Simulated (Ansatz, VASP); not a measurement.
**Two plane-wave programs on SiC**

Contents of POSCAR:

```
SiC
1.0
    0.0000000000      1.8685743117      1.8685743117
    1.8685743117      0.0000000000      1.8685743117
    1.8685743117      1.8685743117      0.0000000000
C Si
1 1
Direct
    0.0000000000      0.0000000000      0.0000000000
    0.5000000000      0.5000000000      0.5000000000
```

INCAR.step1

```
  ALGO = Normal
  EDIFF = 1E-4
  ENCUT = 520
  GGA = PE
  ISMEAR = 0
  LASPH = T
  LCHARG = F
  LREAL = F
  LWAVE = T
  NBANDS = 11
  NELM = 60
  PREC = Accurate
  SIGMA = 0.05
```

INCAR.step2

```
  ALGO = Normal
  EDIFF = 1E-6
  ENCUT = 520
  ISIF = 2
  ISMEAR = 0
  ISTART = 1
  LASPH = T
  LCHARG = F
  LMIXTAU = T
  LREAL = F
  LWAVE = F
  METAGGA = R2SCAN
  NBANDS = 11
  NELM = 60
  PREC = Accurate
  SIGMA = 0.05
```

The input KPOINTS:

```
k-points
0
Gamma
  20 20 20
```

Input for Ansatz:

```yaml
crystal:
  lattice:
    - [0.0, 1.8685743117, 1.8685743117]
    - [1.8685743117, 0.0, 1.8685743117]
    - [1.8685743117, 1.8685743117, 0.0]
  atoms:
    - { symbol: C, position: [0.0, 0.0, 0.0] }
    - { symbol: Si, position: [0.5, 0.5, 0.5] }
basis:
  ecutwfc: 500
  ecutrho_ratio: 4
kpoints:
  mp_grid: { grid: [20, 20, 20] }
hamiltonian:
  xc: r2scan
scf:
  occupations: { method: gaussian, width: 0.05 }
output:
  forces: true
  stress: true
  eigenvalues: true
```

Alike in both runs: task single point; functional r2SCAN; k mesh 20 × 20 × 20; occupations gaussian, width 0.05 eV; no spin polarisation.

```csv
,VASP,Ansatz
version,VASP 6.6.1,Ansatz 0.2.0
potentials or method,"VASP PAW PBE potentials, release 64 (C, Si), cutoff 520 eV","scalar-relativistic, plane waves, PAW"
valence electrons in the cell,8,8
```

```csv
,VASP,Ansatz,Ansatz less VASP
gap on the k mesh at the Fermi level (eV),1.23,1.23,-0.001
least direct gap on the mesh (eV),6.85,6.84,-0.008
```

VASP's potentials were made for PBE, not for r2SCAN. With one functional, cell and mesh, what is left measures potentials, basis and numerics.
